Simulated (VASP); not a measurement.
Write the native input for VASP 6.6.1 that does the following.

| Item | Value |
| --- | --- |
| Task | single point |
| Functional | LDA |
| Potentials or basis | VASP PAW LDA potentials, release 64 (Ag) |
| Cutoff | 500 eV |
| k mesh | 9 × 9 × 9 |
| Occupations | methfessel-paxton, width 0.1 eV |
| Spin | no spin polarisation |
| Dipole correction | no |
| Further INCAR settings | ALGO = Normal; EDIFF = 1e-06; NBANDS = 12 |

The structure of Ag lies in POSCAR:

```
Ag
1.0
    0.0000000000      1.9998793557      1.9998793557
    1.9998793557      0.0000000000      1.9998793557
    1.9998793557      1.9998793557      0.0000000000
Ag
1
Direct
    0.0000000000      0.0000000000      0.0000000000
```

The input as run:

INCAR

```
SYSTEM = Ag
ALGO = Normal
EDIFF = 1E-6
ENCUT = 500
GGA = CA
GGA_COMPAT = .FALSE.
ISIF = 2
ISMEAR = 1
LASPH = .TRUE.
LCHARG = .FALSE.
LREAL = .FALSE.
LWAVE = .FALSE.
NBANDS = 12
NELM = 120
PREC = Accurate
SIGMA = 0.1
```

KPOINTS

```
k-points
0
G
  9 9 9
  0 0 0
```

Potentials or basis: VASP PAW LDA potentials, release 64 (Ag).

Launch:

```console
$ cat potpaw_LDA.64/Ag/POTCAR > POTCAR
$ mpirun -np 1 vasp_std > vasp.out
```

Results of the run:

```
Pressure               : 0.2 GPa
Band gap on the k mesh : zero (an odd number of electrons rules out a gap without spin polarisation)
```

Run time: 3.8 s on 1 thread of Intel(R) Xeon(R) 6975P-C (Granite Rapids), with other jobs on the host, peak memory 0.13 GiB.
